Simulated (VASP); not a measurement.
The system is NbSi.

```
Nb Si
1.0
     3.15644    0.00000    0.00000
     0.00000    3.15644    0.00000
     0.00000    0.00000    3.15644
Nb Si
1 1
Direct
  0.00000 0.00000 0.00000
  0.50000 0.50000 0.50000
```

- Program: VASP 6.6.1
- Task: relaxation of cell and atoms
- Functional: r2SCAN
- Potentials or basis: VASP PAW PBE potentials, release 64 (Nb_sv, Si)
- Cutoff: 600 eV
- k mesh: 8 × 8 × 8
- Occupations: fermi-dirac, width 0.05 eV
- Spin: no spin polarisation
- Hubbard terms: Nb d U = 4.0 eV

At the start: pressure 4.5 GPa; volume 15.72 Å³/atom.

Q: How do energy, volume and symmetry change on relaxing?

A: Over 3 steps the energy falls by 5.6 meV/atom and the volume is 16.14 Å³/atom (+2.7 %); space group Pm-3m (No. 221, to 0.1 Å) before and after.

The path:
| step | energy change (eV) | largest force (eV/Å) | pressure (GPa) | volume (Å³) |
| --- | --- | --- | --- | --- |
| 1 | 0.0000 | 0.0000 | 4.46 | 31.45 |
| 2 | 0.0105 | 0.0000 | -5.61 | 33.48 |
| 3 | -0.0112 | 0.0000 | -0.05 | 32.28 |

Final structure:
```
Nb Si
1.0
     3.18412    0.00000    0.00000
     0.00000    3.18412    0.00000
     0.00000    0.00000    3.18412
Nb Si
1 1
Cartesian
  0.0000 0.0000 0.0000
  1.5921 1.5921 1.5921
```

Caveat: the PAW data sets were made with another functional, which shifts forces and pressure a little; an odd number of electrons without spin polarisation forces a metal; a magnetic or distorted state may lie lower; U without spin polarisation on a metal has little footing; the U is typed as a test and isn't derived for this compound.
